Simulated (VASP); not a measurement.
# Se (P3_221) in VASP: further runs

The runs below take Se through single point, with LDA.

All numbers are computed with VASP 6.6.1; they aren't measurements. Logs are shortened: lines on timing, memory, paths and dates and some standing lists are left out, and cuts for length are marked.

## 1. The cell of the first run

The structure is trigonal, space group P3_221 (No. 154). The conventional cell has a = 4.355 Å, b = 4.355 Å, c = 4.801 Å, α = 90.00°, β = 90.00°, γ = 120.00°. Se (site symmetry 2) has 2 Se at 2.29 Å within 3.0 Å.

## 2. Single point, LDA (zz strain of -3 %)

Contents of INCAR:

```
PREC = Accurate ; ENCUT = 520
EDIFF = 1E-6 ; ISMEAR = -1
SIGMA = 0.03 ; LREAL = F
LASPH = T ; NELM = 60
ALGO = Normal ; ISIF = 2
LWAVE = F ; LCHARG = F
GGA = CA ; NBANDS = 16
```

Contents of KPOINTS:

```
Automatic mesh
0
Gamma
  8 8 6
```

Contents of POSCAR:

```
Se
1.0
    4.3551696776      0.0000000000      0.0000000000
   -2.1775848388      3.7716875786      0.0000000000
    0.0000000000      0.0000000000      4.8009665000
Se
3
Direct
    0.2170000000      0.0000000000      0.1666666667
    0.0000000000      0.2170000000      0.8333333333
    0.7830000000      0.7830000000      0.5000000000
```

Potentials or basis: VASP PAW LDA potentials, release 64 (Se).

The run is started by

```console
$ cat potpaw_LDA.64/Se/POTCAR > POTCAR
$ mpirun -np 1 vasp_std > vasp.out
```

OUTCAR:

```text
PREC = Accurate
   ENCUT = 520
   EDIFF = 1E-6
   ISMEAR = -1
   LREAL = F
   LASPH = T
   NELM = 60
   ISIF = 2
   GGA = CA

 ion  position               nearest neighbor table
   1  0.217  0.000  0.167-   3 2.29   2 2.29
   2  0.000  0.217  0.833-   3 2.29   1 2.29
   3  0.783  0.783  0.500-   1 2.29   2 2.29

  LATTYP: Found a hexagonal cell.
 ALAT       =     4.3551696776
 C/A-ratio  =     1.1023603798

  Lattice vectors:

 A1 = (   4.3551696776,   0.0000000000,   0.0000000000)
 A2 = (  -2.1775848388,   3.7716875786,   0.0000000000)
 A3 = (   0.0000000000,   0.0000000000,   4.8009665000)

Analysis of symmetry for initial positions (statically):
=====================================================================
 Subroutine PRICEL returns:
 Original cell was already a primitive cell.

 Routine SETGRP: Setting up the symmetry group for a
 hexagonal supercell.

 Subroutine GETGRP returns: Found  6 space group operations
 (whereof  2 operations were pure point group operations)
 out of a pool of 24 trial point group operations.

The static configuration has the point symmetry C_2 .
 The point group associated with its full space group is D_3 .

Analysis of symmetry for dynamics (positions and initial velocities):
=====================================================================
 Subroutine PRICEL returns:
 Original cell was already a primitive cell.

 Routine SETGRP: Setting up the symmetry group for a
 hexagonal supercell.

 Subroutine GETGRP returns: Found  6 space group operations
 (whereof  2 operations were pure point group operations)
 out of a pool of 24 trial point group operations.

The dynamic configuration has the point symmetry C_2 .
 The point group associated with its full space group is D_3 .

 Subroutine INISYM returns: Found  6 space group operations
 (whereof  2 operations are pure point group operations),
 and found     1 'primitive' translations

----------------------------------------------------------------------------------------

                                     Primitive cell

  volume of cell :      78.8623

  direct lattice vectors                    reciprocal lattice vectors
     4.355169678  0.000000000  0.000000000     0.229612179  0.132566653  0.000000000
    -2.177584839  3.771687579  0.000000000     0.000000000  0.265133307  0.000000000
     0.000000000  0.000000000  4.800966500     0.000000000  0.000000000  0.208291393

  length of vectors
     4.355169678  4.355169678  4.800966500     0.265133307  0.265133307  0.208291393

  position of ions in fractional coordinates (direct lattice)
     0.217000000  0.000000000  0.166666667
     1.000000000  0.217000000  0.833333333
     0.783000000  0.783000000  0.500000000

  ion indices of the primitive-cell ions
   primitive index   ion index
                 1           1
                 2           2
                 3           3

----------------------------------------------------------------------------------------

 KPOINTS: Automatic mesh

Automatic generation of k-mesh.
 Grid dimensions read from file:
 generate k-points for:    8    8    6

 Generating k-lattice:

  Cartesian coordinates                     Fractional coordinates (reciprocal lattice)
     0.028701522  0.016570832  0.000000000     0.125000000 -0.000000000  0.000000000
     0.000000000  0.033141663  0.000000000     0.000000000  0.125000000  0.000000000
     0.000000000  0.000000000  0.034715232     0.000000000  0.000000000  0.166666667

  Length of vectors
     0.033141663  0.033141663  0.034715232

  Shift w.r.t. Gamma in fractional coordinates (k-lattice)
     0.000000000  0.000000000  0.000000000

 Subroutine IBZKPT returns following result:
 ===========================================

 Found     50 irreducible k-points:

 Following reciprocal coordinates:
            Coordinates               Weight
  0.000000  0.000000  0.000000      1.000000
  0.125000 -0.000000  0.000000      6.000000
  0.250000 -0.000000  0.000000      6.000000
  0.375000 -0.000000  0.000000      6.000000
  0.500000 -0.000000  0.000000      3.000000
  0.125000  0.125000  0.000000      6.000000
[... 16 lines left out ...]
 -0.125000  0.500000  0.166667     12.000000
  0.250000  0.250000  0.166667     12.000000
 [... further k-points ...]
   k-points           NKPTS =     50   k-points in BZ     NKDIM =     50   number of bands    NBANDS=     16
   number of dos      NEDOS =    301   number of ions     NIONS =      3
   total plane-waves  NPLWV =  36864
   dimension x,y,z NGX =    32 NGY =   32 NGZ =   36
   dimension x,y,z NGXF=    64 NGYF=   64 NGZF=   72
   ions per type =               3
   NGX,Y,Z   is equivalent  to a cutoff of  12.22, 12.22, 12.47 a.u.
   NGXF,Y,Z  is equivalent  to a cutoff of  24.43, 24.43, 24.93 a.u.
 SYSTEM =  unknown system
   PREC   = accura    normal or accurate (medium, high low for compatibility)
   ISTART =      0    job   : 0-new  1-cont  2-samecut
   ICHARG =      2    charge: 1-file 2-atom 10-const
   ISPIN  =      1    spin polarized calculation?
   LNONCOLLINEAR =      F non collinear calculations
   LSORBIT =      F    spin-orbit coupling
   LASPH  =      T    aspherical Exc in radial PAW
   ENCUT  =  520.0 eV  38.22 Ry    6.18 a.u.   8.10  8.10  8.93*2*pi/ulx,y,z
   NELM   =     60;   NELMIN=  2; NELMDL= -5     # of ELM steps
   EDIFF  = 0.1E-05   stopping-criterion for ELM
   LREAL  =      F    real-space projection
   EDIFFG = 0.1E-04   stopping-criterion for IOM
   NSW    =      0    number of steps for IOM
   IBRION =     -1    ionic relax: 0-MD 1-quasi-New 2-CG
   NFREE  =      0    steps in history (QN), initial steepest desc. (CG)
   ISIF   =      2    stress and relaxation
   ISYM   =      2    0-nonsym 1-usesym 2-fastsym
   POTIM  = 0.5000    time-step for ionic-motion
   TEBEG  =    0.0;   TEEND  =   0.0 temperature during run
   PSTRESS=    0.0 pullay stress
   NELECT =      18.0000    total number of electrons
   NUPDOWN=      -1.0000    fix difference up-down
   EMIN   =  10.00;   EMAX   =-10.00  energy-range for DOS
   EFERMI =   0.00;   METHOD = LEGACY
   ISMEAR =    -1;   SIGMA  =   0.03  broadening in eV -4-tet -1-fermi 0-gaus
   EFERMI_NEDOS =   21; number of points for ismear=-14 and -15
   IALGO  =     38    algorithm
   IMIX   =      4    mixing-type and parameters
     AMIX     =   0.40;   BMIX     =  1.00
     AMIX_MAG =   1.60;   BMIX_MAG =  1.00
  volume/ion in A,a.u.               =      26.29       177.40
  Fermi-wavevector in a.u.,A,eV,Ry     =   1.000482  1.890636 13.618939  1.000964
  Thomas-Fermi vector in A             =   2.132841
   LORBIT       =      0    0 simple, 1 ext, 2 COOP (PROOUT), +10 PAW based schemes
   GGA     = CA    functional components
   LHFCALC =     F    Hartree Fock is set to
   AEXX    =    0.0000 exact exchange contribution
   IVDW    =     0    specifies the selected vdW correction
   LEPSILON=     F    determine dielectric tensor
   LRPA    =     F    only Hartree local field effects (RPA)
 non-spin polarized calculation
  energy-cutoff  :      520.00
  volume of cell :       78.86
 maximum number of plane-waves:      2138
   NGX = 17   NGY = 17   NGZ = 17

 number of electron      17.9999993 magnetization

 Free energy of the ion-electron system (eV)
  ---------------------------------------------------
  ext. energy  EPLUGINS =         0.00000000
  ---------------------------------------------------
  free energy    TOTEN  =       -12.17442078 eV

  energy without entropy =      -12.17442078  energy(sigma->0) =      -12.17442078

 E-fermi :   3.7199     XC(G=0):  -9.2935

 val. band max:        3.1259399466   @ k =   0.5000  -0.0000   0.5000
 cond. band min:       4.2952982060   @ k =   0.0000   0.0000   0.5000
 fundamental gap:      1.1693582594
 Fermi energy:         3.7199382668

 k-point     1 :       0.0000    0.0000    0.0000
  band No.  band energies     occupation
      1     -13.4498      2.00000
      2      -8.8481      2.00000
      3      -8.8481      2.00000
      4      -1.0908      2.00000
      5      -1.0908      2.00000
      6      -1.0254      2.00000
[... 8 lines left out ...]
     15       9.2417      0.00000
     16      11.3437      0.00000

 k-point     2 :       0.1250   -0.0000    0.0000
  band No.  band energies     occupation
      1     -13.3941      2.00000
      2      -8.9043      2.00000
      3      -8.8410      2.00000
      4      -1.6491      2.00000
      5      -1.2900      2.00000
      6      -0.7650      2.00000
[... 8 lines left out ...]
     15       9.8334      0.00000
     16      11.2867      0.00000

 k-point     3 :       0.2500   -0.0000    0.0000
  band No.  band energies     occupation
      1     -13.2500      2.00000
      2      -9.0604      2.00000
      3      -8.8237      2.00000
      4      -2.1820      2.00000
      5      -1.6168      2.00000
      6      -0.7445      2.00000
[... 8 lines left out ...]
     15      10.7727      0.00000
     16      11.7460      0.00000

 k-point     4 :       0.3750   -0.0000    0.0000
  band No.  band energies     occupation
      1     -13.0896      2.00000
      2      -9.2476      2.00000
      3      -8.8061      2.00000
      4      -2.4579      2.00000
      5      -1.8642      2.00000
      6      -0.7117      2.00000
[... 8 lines left out ...]
     15      11.6436      0.00000
     16      12.7294      0.00000

 k-point     5 :       0.5000   -0.0000    0.0000
  band No.  band energies     occupation
      1     -13.0171      2.00000
      2      -9.3354      2.00000
      3      -8.7987      2.00000
      4      -2.5267      2.00000
      5      -1.9582      2.00000
      6      -0.6064      2.00000
[... 8 lines left out ...]
     15      12.3494      0.00000
     16      12.4388      0.00000

 k-point     6 :       0.1250    0.1250    0.0000
  band No.  band energies     occupation
      1     -13.2938      2.00000
      2      -8.9994      2.00000
      3      -8.8414      2.00000
      4      -2.0216      2.00000
      5      -1.6359      2.00000
      6      -0.6345      2.00000
[... 8 lines left out ...]
     15      10.5138      0.00000
     16      11.3070      0.00000

 k-point     7 :       0.2500    0.1250    0.0000
  band No.  band energies     occupation
      1     -13.1392      2.00000
      2      -9.1512      2.00000
      3      -8.8517      2.00000
      4      -2.3346      2.00000
      5      -1.9330      2.00000
      6      -0.5702      2.00000
[... 8 lines left out ...]
     15      11.3438      0.00000
     16      11.9911      0.00000

 k-point     8 :       0.3750    0.1250    0.0000
  band No.  band energies     occupation
      1     -13.0187      2.00000
      2      -9.2790      2.00000
      3      -8.8599      2.00000
      4      -2.4754      2.00000
      5      -2.0582      2.00000
      6      -0.4798      2.00000
[... 8 lines left out ...]
     15      11.9871      0.00000
     16      12.5340      0.00000

 k-point     9 :       0.2500    0.2500    0.0000
  band No.  band energies     occupation
      1     -13.0202      2.00000
      2      -9.1981      2.00000
      3      -8.9456      2.00000
      4      -2.3856      2.00000
      5      -2.1933      2.00000
      6      -0.3161      2.00000
[... 8 lines left out ...]
     15      11.6186      0.00000
     16      12.2084      0.00000
[... 172 lines left out ...]
 k-point    19 :       0.1250    0.1250    0.1667
  band No.  band energies     occupation
      1     -13.1507      2.00000
      2     -10.0615      2.00000
      3      -7.8448      2.00000
      4      -2.0438      2.00000
      5      -1.7547      2.00000
      6      -0.5644      2.00000
[... 8 lines left out ...]
     15      10.3427      0.00000
     16      11.3606      0.00000

 k-point    20 :       0.2500    0.1250    0.1667
  band No.  band energies     occupation
      1     -12.9988      2.00000
      2     -10.0556      2.00000
      3      -8.0334      2.00000
      4      -2.4078      2.00000
      5      -2.0992      2.00000
      6      -0.6181      2.00000
[... 8 lines left out ...]
     15      11.2791      0.00000
     16      12.3351      0.00000

 k-point    21 :      -0.1250    0.3750    0.1667
  band No.  band energies     occupation
      1     -12.9998      2.00000
      2     -10.0422      2.00000
      3      -8.0633      2.00000
      4      -2.3644      2.00000
      5      -2.0144      2.00000
      6      -0.4860      2.00000
[... 8 lines left out ...]
     15      10.9369      0.00000
     16      12.0680      0.00000

 k-point    22 :       0.3750    0.1250    0.1667
  band No.  band energies     occupation
      1     -12.8810      2.00000
      2     -10.0553      2.00000
      3      -8.1859      2.00000
      4      -2.5498      2.00000
      5      -2.2885      2.00000
      6      -0.6714      2.00000
[... 8 lines left out ...]
     15      11.9585      0.00000
     16      12.5679      0.00000

 k-point    23 :      -0.1250    0.5000    0.1667
  band No.  band energies     occupation
      1     -12.8818      2.00000
      2     -10.0445      2.00000
      3      -8.2081      2.00000
      4      -2.5034      2.00000
      5      -2.2585      2.00000
      6      -0.5607      2.00000
[... 8 lines left out ...]
     15      11.5291      0.00000
     16      12.3751      0.00000

 k-point    24 :       0.2500    0.2500    0.1667
  band No.  band energies     occupation
      1     -12.8829      2.00000
      2     -10.0416      2.00000
      3      -8.2049      2.00000
      4      -2.5840      2.00000
      5      -2.2304      2.00000
      6      -0.4836      2.00000
[... 8 lines left out ...]
     15      11.5461      0.00000
     16      12.4235      0.00000

 [... further k-points ...]

------------------------ aborting loop because EDIFF is reached ----------------------------------------

  FORCE on cell =-STRESS in cart. coord.  units (eV):
  Direction    XX          YY          ZZ          XY          YZ          ZX
  --------------------------------------------------------------------------------------
  -------------------------------------------------------------------------------------
  Total        1.4654910      1.4654910      3.8729335      0.0000000      0.0000000     -0.0000000
  in kB       29.7731151     29.7731151     78.6830446      0.0000000      0.0000000     -0.0000000
  external PRESSURE =      46.0764249 kB  Pullay stress =       0.0000000 kB

 VOLUME and BASIS-vectors are now :
 -----------------------------------------------------------------------------
  energy-cutoff  :      520.00
  volume of cell :       78.86
      direct lattice vectors                 reciprocal lattice vectors
     4.355169678  0.000000000  0.000000000     0.229612179  0.132566653  0.000000000
    -2.177584839  3.771687579  0.000000000     0.000000000  0.265133307  0.000000000
     0.000000000  0.000000000  4.800966500     0.000000000  0.000000000  0.208291393

 POSITION                                       TOTAL-FORCE (eV/Angst)
 -----------------------------------------------------------------------------------
      0.94507      0.00000      0.80016         1.468725     -0.000000     -0.000000
     -0.47254      0.81846      4.00081        -0.734362      1.271953      0.000000
      1.70505      2.95323      2.40048        -0.734362     -1.271953     -0.000000
 -----------------------------------------------------------------------------------
    total drift:                                0.000000      0.000000     -0.000000

  FREE ENERGIE OF THE ION-ELECTRON SYSTEM (eV)
  ---------------------------------------------------
  free  energy   TOTEN  =       -12.1744207830 eV

  energy  without entropy=      -12.1744207830  energy(sigma->0) =      -12.17442078
```

Wall time 55 s (1 thread of Intel Xeon 8259CL, shared host); peak memory 0.18 GiB.

Results:

| Item | Value |
| --- | --- |
| Free energy | -12.1744 eV |
| Pressure | 4.6 GPa |
| Largest force | 1.469 eV/Å |
| Band gap on the k mesh | 1.17 eV (least direct gap 1.38 eV) |

Forces in eV/Å, atoms in the order of the input:
```
Se   1.469  0.000  0.000
Se  -0.734  1.272  0.000
Se  -0.734 -1.272  0.000
```

Stress tensor (GPa, compression positive):
```
2.98 0.00 0.00
0.00 2.98 0.00
0.00 0.00 7.87
```

Caveat: the cell differs from its parent crystal (zz strain of -3 %); the cell stands under pressure; forces of over 1 eV/Å act on the atoms, so gaps and moduli don't describe the material at rest. A k mesh can miss the band edges.

## 3. Single point, LDA (zz strain of -2 %)

Contents of INCAR:

```
SYSTEM = Se
  PREC = Accurate
  ENCUT = 520
  EDIFF = 1E-7
  ISMEAR = -1
  SIGMA = 0.03
  LREAL = .FALSE.
  LASPH = .TRUE.
  NELM = 60
  ALGO = Normal
  ISIF = 2
  LWAVE = .FALSE.
  LCHARG = .FALSE.
  NBANDS = 16
```

Contents of KPOINTS:

```
Automatic mesh
0
G
  8 8 6
  0 0 0
```

Edit POSCAR of step 2 so:

```diff
@@ -4,3 +4,3 @@
    -2.1775848388      3.7716875786      0.0000000000
-    0.0000000000      0.0000000000      4.8009665000
+    0.0000000000      0.0000000000      4.8504610000
 Se
```

Potentials or basis: VASP PAW LDA potentials, release 64 (Se).

The run is started by

```console
$ cat potpaw_LDA.64/Se/POTCAR > POTCAR
$ mpirun -np 1 vasp_std > vasp.out
```

Run time: 63 s. Hardware: 1 thread of Intel Xeon 8259CL, shared host; peak memory 0.18 GiB.

The run converged. Its results:

```
Free energy            : -12.2102 eV
Pressure               : 3.6 GPa
Largest force          : 1.295 eV/Å
Band gap on the k mesh : 1.16 eV (least direct gap 1.27 eV)
```

Forces in eV/Å, atoms in the order of the input:
```
Se   1.295  0.000  0.000
Se  -0.648  1.122  0.000
Se  -0.648 -1.122  0.000
```

Stress tensor (GPa, compression positive):
```
2.22 0.00 0.00
0.00 2.22 0.00
0.00 0.00 6.23
```

Levels at points of the mesh, in eV from the valence-band top:
```csv
k point,band 5,band 6,band 7,band 8,band 9,band 10,band 11,band 12,band 13,band 14
"(0.00, 0.00, 0.00)",-4.15,-4.04,-2.35,-2.35,-0.46,2.03,2.03,2.29,5.76,6.14
"(0.50, 0.00, 0.00)",-5.01,-3.65,-3.06,-2.07,-1.12,2.00,2.53,4.34,5.15,7.27
"(0.00, 0.00, 0.50)",-3.68,-3.68,-1.75,-1.75,-1.23,1.21,1.21,1.26,5.99,7.10
"(0.50, 0.00, 0.50)",-4.79,-4.56,-2.02,-1.47,0.00,1.62,2.68,3.19,6.05,7.77
```

Caveat: the cell differs from its parent crystal (zz strain of -2 %); the cell stands under pressure; forces of over 1 eV/Å act on the atoms, so gaps and moduli don't describe the material at rest. A k mesh can miss the band edges.

(Continued in part 2 of 2.)
